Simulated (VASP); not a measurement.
# Se (P3_121) in VASP: notebook

Runs on Se. Level: PBEsol. Tasks: single point.

Everything below comes from runs of VASP 6.6.1. Logs are shortened: lines on timing, memory, paths and dates and some standing lists are left out, and cuts for length are marked.

**1. The cell of the first run**

The structure is trigonal, space group P3_121 (No. 152). The conventional cell has a = 4.424 Å, b = 4.424 Å, c = 5.019 Å, α = 90.00°, β = 90.00°, γ = 120.00°. Se (site symmetry 2) has 2 Se at 2.40 Å within 3.2 Å.

**2. Single point, PBEsol (28.35 Å³/atom)**

Contents of INCAR:

```
SYSTEM = Se
  PREC = Accurate
  ENCUT = 520
  EDIFF = 1E-7
  ISMEAR = -1
  SIGMA = 0.03
  LREAL = .FALSE.
  LASPH = .TRUE.
  NELM = 80
  ALGO = Normal
  ISIF = 2
  LWAVE = .FALSE.
  LCHARG = .TRUE.
  GGA = PS
  LELF = .TRUE.
  LVHAR = .TRUE.
  NBANDS = 16
```

Contents of KPOINTS:

```
Automatic mesh
0
G
  6 6 5
  0 0 0
```

Contents of POSCAR:

```
Se
1.0
    4.4236565372      0.0000000000      0.0000000000
   -2.2118282686      3.8309989389      0.0000000000
    0.0000000000      0.0000000000      5.0187864228
Se
3
Direct
    0.2254000000      0.0000000000      0.3333333333
    0.0000000000      0.2254000000      0.6666666667
    0.7746000000      0.7746000000      0.0000000000
```

Potentials or basis: VASP PAW PBE potentials, release 64 (Se).

Command:

```console
cat potpaw_PBE.64/Se/POTCAR > POTCAR
mpirun -np 1 vasp_std > vasp.out
```

OUTCAR:

```text
SYSTEM = Se
   PREC = Accurate
   ENCUT = 520
   EDIFF = 1E-7
   ISMEAR = -1
   LREAL = .FALSE.
   LASPH = .TRUE.
   NELM = 80
   ISIF = 2
   GGA = PS

 ion  position               nearest neighbor table
   1  0.225  0.000  0.333-   3 2.40   2 2.40
   2  0.000  0.225  0.667-   3 2.40   1 2.40
   3  0.775  0.775  0.000-   1 2.40   2 2.40

  LATTYP: Found a hexagonal cell.
 ALAT       =     4.4236565372
 C/A-ratio  =     1.1345334749

  Lattice vectors:

 A1 = (   4.4236565372,   0.0000000000,   0.0000000000)
 A2 = (  -2.2118282686,   3.8309989389,   0.0000000000)
 A3 = (   0.0000000000,   0.0000000000,   5.0187864228)

Analysis of symmetry for initial positions (statically):
=====================================================================
 Subroutine PRICEL returns:
 Original cell was already a primitive cell.

 Routine SETGRP: Setting up the symmetry group for a
 hexagonal supercell.

 Subroutine GETGRP returns: Found  6 space group operations
 (whereof  2 operations were pure point group operations)
 out of a pool of 24 trial point group operations.

The static configuration has the point symmetry C_2 .
 The point group associated with its full space group is D_3 .

Analysis of symmetry for dynamics (positions and initial velocities):
=====================================================================
 Subroutine PRICEL returns:
 Original cell was already a primitive cell.

 Routine SETGRP: Setting up the symmetry group for a
 hexagonal supercell.

 Subroutine GETGRP returns: Found  6 space group operations
 (whereof  2 operations were pure point group operations)
 out of a pool of 24 trial point group operations.

The dynamic configuration has the point symmetry C_2 .
 The point group associated with its full space group is D_3 .

 Subroutine INISYM returns: Found  6 space group operations
 (whereof  2 operations are pure point group operations),
 and found     1 'primitive' translations

----------------------------------------------------------------------------------------

                                     Primitive cell

  volume of cell :      85.0535

  direct lattice vectors                    reciprocal lattice vectors
     4.423656537  0.000000000  0.000000000     0.226057333  0.130514262  0.000000000
    -2.211828269  3.830998939  0.000000000     0.000000000  0.261028524  0.000000000
     0.000000000  0.000000000  5.018786423     0.000000000  0.000000000  0.199251356

  length of vectors
     4.423656537  4.423656537  5.018786423     0.261028524  0.261028524  0.199251356

  position of ions in fractional coordinates (direct lattice)
     0.225400000  0.000000000  0.333333333
     0.000000000  0.225400000  0.666666667
     0.774600000  0.774600000  0.000000000

  ion indices of the primitive-cell ions
   primitive index   ion index
                 1           1
                 2           2
                 3           3

----------------------------------------------------------------------------------------

 KPOINTS: Automatic mesh

Automatic generation of k-mesh.
 Grid dimensions read from file:
 generate k-points for:    6    6    5

 Generating k-lattice:

  Cartesian coordinates                     Fractional coordinates (reciprocal lattice)
     0.037676222  0.021752377  0.000000000     0.166666667  0.000000000  0.000000000
     0.000000000  0.043504754  0.000000000     0.000000000  0.166666667  0.000000000
     0.000000000  0.000000000  0.039850271     0.000000000  0.000000000  0.200000000

  Length of vectors
     0.043504754  0.043504754  0.039850271

  Shift w.r.t. Gamma in fractional coordinates (k-lattice)
     0.000000000  0.000000000  0.000000000

 Subroutine IBZKPT returns following result:
 ===========================================

 Found     27 irreducible k-points:

 Following reciprocal coordinates:
            Coordinates               Weight
  0.000000  0.000000  0.000000      1.000000
  0.166667  0.000000  0.000000      6.000000
  0.333333  0.000000  0.000000      6.000000
  0.500000 -0.000000  0.000000      3.000000
  0.166667  0.166667  0.000000      6.000000
  0.333333  0.166667  0.000000     12.000000
[... 16 lines left out ...]
  0.500000 -0.000000  0.400000      6.000000
  0.166667  0.166667  0.400000     12.000000
 [... further k-points ...]
   k-points           NKPTS =     27   k-points in BZ     NKDIM =     27   number of bands    NBANDS=     16
   number of dos      NEDOS =    301   number of ions     NIONS =      3
   total plane-waves  NPLWV =  51840
   dimension x,y,z NGX =    36 NGY =   36 NGZ =   40
   dimension x,y,z NGXF=    72 NGYF=   72 NGZF=   80
   ions per type =               3
   NGX,Y,Z   is equivalent  to a cutoff of  13.53, 13.53, 13.25 a.u.
   NGXF,Y,Z  is equivalent  to a cutoff of  27.06, 27.06, 26.50 a.u.
 SYSTEM =  Se
   PREC   = accura    normal or accurate (medium, high low for compatibility)
   ISTART =      0    job   : 0-new  1-cont  2-samecut
   ICHARG =      2    charge: 1-file 2-atom 10-const
   ISPIN  =      1    spin polarized calculation?
   LNONCOLLINEAR =      F non collinear calculations
   LSORBIT =      F    spin-orbit coupling
   LASPH  =      T    aspherical Exc in radial PAW
   ENCUT  =  520.0 eV  38.22 Ry    6.18 a.u.   8.23  8.23  9.33*2*pi/ulx,y,z
   NELM   =     80;   NELMIN=  2; NELMDL= -5     # of ELM steps
   EDIFF  = 0.1E-06   stopping-criterion for ELM
   LREAL  =      F    real-space projection
   EDIFFG = 0.1E-05   stopping-criterion for IOM
   NSW    =      0    number of steps for IOM
   IBRION =     -1    ionic relax: 0-MD 1-quasi-New 2-CG
   NFREE  =      0    steps in history (QN), initial steepest desc. (CG)
   ISIF   =      2    stress and relaxation
   ISYM   =      2    0-nonsym 1-usesym 2-fastsym
   POTIM  = 0.5000    time-step for ionic-motion
   TEBEG  =    0.0;   TEEND  =   0.0 temperature during run
   PSTRESS=    0.0 pullay stress
   NELECT =      18.0000    total number of electrons
   NUPDOWN=      -1.0000    fix difference up-down
   EMIN   =  10.00;   EMAX   =-10.00  energy-range for DOS
   EFERMI =   0.00;   METHOD = LEGACY
   ISMEAR =    -1;   SIGMA  =   0.03  broadening in eV -4-tet -1-fermi 0-gaus
   EFERMI_NEDOS =   21; number of points for ismear=-14 and -15
   IALGO  =     38    algorithm
   IMIX   =      4    mixing-type and parameters
     AMIX     =   0.40;   BMIX     =  1.00
     AMIX_MAG =   1.60;   BMIX_MAG =  1.00
  volume/ion in A,a.u.               =      28.35       191.32
  Fermi-wavevector in a.u.,A,eV,Ry     =   0.975592  1.843602 12.949753  0.951780
  Thomas-Fermi vector in A             =   2.106144
   LORBIT       =      0    0 simple, 1 ext, 2 COOP (PROOUT), +10 PAW based schemes
   GGA     = PS    functional components
   LHFCALC =     F    Hartree Fock is set to
   AEXX    =    0.0000 exact exchange contribution
   IVDW    =     0    specifies the selected vdW correction
   LEPSILON=     F    determine dielectric tensor
   LRPA    =     F    only Hartree local field effects (RPA)
 non-spin polarized calculation
  energy-cutoff  :      520.00
  volume of cell :       85.05
 maximum number of plane-waves:      2305
 NGX is ok and might be reduce to    36
   NGX = 17   NGY = 17   NGZ = 19

 number of electron      17.9999999 magnetization

 Free energy of the ion-electron system (eV)
  ---------------------------------------------------
  ext. energy  EPLUGINS =         0.00000000
  ---------------------------------------------------
  free energy    TOTEN  =       -11.47140654 eV

  energy without entropy =      -11.47140654  energy(sigma->0) =      -11.47140654

 E-fermi :   2.7344     XC(G=0):  -8.8685

 val. band max:        2.0736963116   @ k =  -0.1667   0.5000   0.4000
 cond. band min:       3.3251367364   @ k =   0.0000   0.0000   0.4000
 fundamental gap:      1.2514404248
 Fermi energy:         2.7343526063

 k-point     1 :       0.0000    0.0000    0.0000
  band No.  band energies     occupation
      1     -13.3768      2.00000
      2      -9.4642      2.00000
      3      -9.4642      2.00000
      4      -1.5593      2.00000
      5      -1.5593      2.00000
      6      -1.4241      2.00000
[... 8 lines left out ...]
     15       8.6105      0.00000
     16      10.5179      0.00000

 k-point     2 :       0.1667    0.0000    0.0000
  band No.  band energies     occupation
      1     -13.2778      2.00000
      2      -9.5558      2.00000
      3      -9.4571      2.00000
      4      -2.1737      2.00000
      5      -1.8473      2.00000
      6      -1.2682      2.00000
[... 8 lines left out ...]
     15       9.3413      0.00000
     16      10.5066      0.00000

 k-point     3 :       0.3333    0.0000    0.0000
  band No.  band energies     occupation
      1     -13.0543      2.00000
      2      -9.7841      2.00000
      3      -9.4421      2.00000
      4      -2.6571      2.00000
      5      -2.2163      2.00000
      6      -1.2789      2.00000
[... 8 lines left out ...]
     15      10.6239      0.00000
     16      11.5249      0.00000

 k-point     4 :       0.5000   -0.0000    0.0000
  band No.  band energies     occupation
      1     -12.9253      2.00000
      2      -9.9253      2.00000
      3      -9.4341      2.00000
      4      -2.7613      2.00000
      5      -2.3726      2.00000
      6      -1.1208      2.00000
[... 8 lines left out ...]
     15      11.7682      0.00000
     16      11.8226      0.00000
[... 324 lines left out ...]
 k-point    22 :       0.0000    0.3333    0.4000
  band No.  band energies     occupation
      1     -12.3834      2.00000
      2     -11.6116      2.00000
      3      -8.1638      2.00000
      4      -3.1880      2.00000
      5      -2.1523      2.00000
      6      -1.5350      2.00000
[... 8 lines left out ...]
     15       9.9804      0.00000
     16      10.9249      0.00000

 k-point    23 :       0.5000   -0.0000    0.4000
  band No.  band energies     occupation
      1     -12.2827      2.00000
      2     -11.5267      2.00000
      3      -8.4096      2.00000
      4      -3.4060      2.00000
      5      -2.2858      2.00000
      6      -1.7117      2.00000
[... 8 lines left out ...]
     15      10.9600      0.00000
     16      11.2905      0.00000

 k-point    24 :       0.1667    0.1667    0.4000
  band No.  band energies     occupation
      1     -12.4369      2.00000
      2     -11.6411      2.00000
      3      -8.0603      2.00000
      4      -2.9579      2.00000
      5      -2.1055      2.00000
      6      -1.5340      2.00000
[... 8 lines left out ...]
     15       9.9725      0.00000
     16      10.3799      0.00000

 [... further k-points ...]

------------------------ aborting loop because EDIFF is reached ----------------------------------------

  FORCE on cell =-STRESS in cart. coord.  units (eV):
  Direction    XX          YY          ZZ          XY          YZ          ZX
  --------------------------------------------------------------------------------------
  -------------------------------------------------------------------------------------
  Total       -0.9643661     -0.9643661     -0.8156764      0.0000000      0.0000000      0.0000000
  in kB      -18.1660453    -18.1660453    -15.3651325      0.0000000      0.0000000      0.0000000
  external PRESSURE =     -17.2324077 kB  Pullay stress =       0.0000000 kB

 VOLUME and BASIS-vectors are now :
 -----------------------------------------------------------------------------
  energy-cutoff  :      520.00
  volume of cell :       85.05
      direct lattice vectors                 reciprocal lattice vectors
     4.423656537  0.000000000  0.000000000     0.226057333  0.130514262  0.000000000
    -2.211828269  3.830998939  0.000000000     0.000000000  0.261028524  0.000000000
     0.000000000  0.000000000  5.018786423     0.000000000  0.000000000  0.199251356

 POSITION                                       TOTAL-FORCE (eV/Angst)
 -----------------------------------------------------------------------------------
      0.99709      0.00000      1.67293        -0.064262      0.000000      0.000000
     -0.49855      0.86351      3.34586         0.032131     -0.055652     -0.000000
      1.71328      2.96749      0.00000         0.032131      0.055652     -0.000000
 -----------------------------------------------------------------------------------
    total drift:                                0.000001      0.000001     -0.000000

  FREE ENERGIE OF THE ION-ELECTRON SYSTEM (eV)
  ---------------------------------------------------
  free  energy   TOTEN  =       -11.4714065388 eV

  energy  without entropy=      -11.4714065388  energy(sigma->0) =      -11.47140654
```

Wall time 57 s (1 thread of AMD EPYC 7R43 (Zen 3), shared host); peak memory 0.17 GiB.

What came out:

| Quantity | Value |
| --- | --- |
| Free energy | -11.4714 eV |
| Pressure | -1.7 GPa |
| Largest force | 0.064 eV/Å |
| Band gap on the k mesh | 1.25 eV (least direct gap 1.39 eV) |

Forces on the atoms (eV/Å):
```
Se  -0.064  0.000  0.000
Se   0.032 -0.056  0.000
Se   0.032  0.056  0.000
```

Caveat: the PAW data sets were made with another functional, which shifts forces and pressure a little; an odd mesh through Γ misses points on the zone boundary, where band edges can lie.

**3. Single point, PBEsol (28.90 Å³/atom)**

This run uses another cell than the first one, of 28.90 Å³/atom.

Contents of INCAR:

```
SYSTEM = Se
  PREC = Accurate
  ENCUT = 520
  EDIFF = 1E-7
  ISMEAR = -1
  SIGMA = 0.03
  LREAL = .False.
  LASPH = .True.
  NELM = 60
  ALGO = Normal
  ISIF = 2
  LWAVE = .False.
  LCHARG = .True.
  GGA = PS
  LELF = .True.
  LVHAR = .True.
  NBANDS = 16
```

Contents of KPOINTS:

```
regular mesh
0
Gamma
  6 6 5
  0 0 0
```

Contents of POSCAR:

```
Se
1.0
    4.4518334532      0.0000000000      0.0000000000
   -2.2259167266      3.8554008639      0.0000000000
    0.0000000000      0.0000000000      5.0507540772
Se
3
Direct
    0.2254000000      0.0000000000      0.3333333333
    0.0000000000      0.2254000000      0.6666666667
    0.7746000000      0.7746000000      0.0000000000
```

Potentials or basis: VASP PAW PBE potentials, release 64 (Se).

Command:

```console
cat potpaw_PBE.64/Se/POTCAR > POTCAR
mpirun -np 1 vasp_std > vasp.out
```

It took 56 s on 1 thread of AMD EPYC 7R43 (Zen 3), shared host; peak memory 0.18 GiB.

It converged, with:

```yaml
Free_energy: -11.4493 eV
Pressure: -2.6 GPa
Largest_force: 0.242 eV/Å
Band_gap_on_the_k_mesh: 1.26 eV (least direct gap 1.36 eV)
```

Forces on the atoms (eV/Å):
```
Se  -0.242  0.000  0.000
Se   0.121 -0.210  0.000
Se   0.121  0.210  0.000
```

Stress tensor (GPa, compression positive):
```
-2.52  0.00  0.00
 0.00 -2.52  0.00
 0.00  0.00 -2.78
```

Levels at points of the mesh, in eV from the valence-band top:
```tsv
k point	band 7	band 8	band 9	band 10	band 11	band 12
(0.00, 0.00, 0.00)	-1.74	-1.74	-0.23	1.86	1.86	2.21
(0.50, 0.00, 0.00)	-2.62	-1.55	-0.80	1.93	2.31	3.92
```

Caveat: the PAW data sets were made with another functional, which shifts forces and pressure a little; an odd mesh through Γ misses points on the zone boundary, where band edges can lie.

**4. Single point, PBEsol (zz strain of -2 %)**

Contents of INCAR:

```
PREC = Accurate ; ENCUT = 520
EDIFF = 1E-6 ; ISMEAR = -1
SIGMA = 0.03 ; LREAL = False
LASPH = True ; NELM = 100
ALGO = Normal ; ISIF = 2
LWAVE = False ; LCHARG = False
GGA = PS ; NBANDS = 16
```

Contents of KPOINTS:

```
Automatic mesh
0
Gamma
  6 6 5
```

Contents of POSCAR:

```
Se
1.0
    4.3661999489      0.0000000000      0.0000000000
   -2.1830999745      3.7812400738      0.0000000000
    0.0000000000      0.0000000000      4.8545280000
Se
3
Direct
    0.2254000000      0.0000000000      0.3333333333
    0.0000000000      0.2254000000      0.6666666667
    0.7746000000      0.7746000000      0.0000000000
```

Command:

```console
cat potpaw_PBE.64/Se/POTCAR > POTCAR
mpirun -np 1 vasp_std > vasp.out
```

It took 29 s on 1 thread of AMD EPYC 7R43 (Zen 3), shared host; peak memory 0.15 GiB.

It converged, with:

```
Free energy            : -11.4582 eV
Pressure               : 2.1 GPa
Largest force          : 0.589 eV/Å
Band gap on the k mesh : 1.19 eV (least direct gap 1.61 eV)
```

Forces on the atoms (eV/Å):
```
Se   0.589  0.000  0.000
Se  -0.295  0.510  0.000
Se  -0.295 -0.510  0.000
```

Stress tensor (GPa, compression positive):
```
1.04 0.00 0.00
0.00 1.04 0.00
0.00 0.00 4.08
```

Levels at points of the mesh, in eV from the valence-band top:
```csv
k point,band 5,band 6,band 7,band 8,band 9,band 10,band 11,band 12,band 13,band 14
"(0.00, 0.00, 0.00)",-3.86,-3.86,-2.10,-2.10,-0.35,2.03,2.03,2.18,6.11,6.41
"(0.50, 0.00, 0.00)",-4.76,-3.51,-2.87,-1.77,-0.94,2.03,2.42,4.30,5.19,7.54
```

Caveat: the cell differs from its parent crystal (zz strain of -2 %); the PAW data sets were made with another functional, which shifts forces and pressure a little; an odd mesh through Γ misses points on the zone boundary, where band edges can lie.

**5. The runs side by side**

| cell | gap on the mesh (eV) | pressure (GPa) | largest force (eV/Å) |
| --- | --- | --- | --- |
| a = 4.424, b = 4.424, c = 5.019 Å, angles 90.0, 90.0, 120.0°, 3 atoms | 1.25 | -1.7 | 0.06 |
| a = 4.452, b = 4.452, c = 5.051 Å, angles 90.0, 90.0, 120.0°, 3 atoms | 1.26 | -2.6 | 0.24 |
| a = 4.366, b = 4.366, c = 4.855 Å, angles 90.0, 90.0, 120.0°, 3 atoms | 1.19 | 2.1 | 0.59 |

Alike in all rows: task single point; level PBEsol; potentials or basis VASP PAW PBE potentials, release 64 (Se); no spin polarisation; k mesh 6 × 6 × 5; cutoff (eV) 520; smearing fermi-dirac 0.03 eV.

Caveats: the PAW data sets were made with another functional, which shifts forces and pressure a little; an odd mesh through Γ misses points on the zone boundary, where band edges can lie.

Total energies depend on the potentials used, so only differences within one code and one set of settings carry meaning.
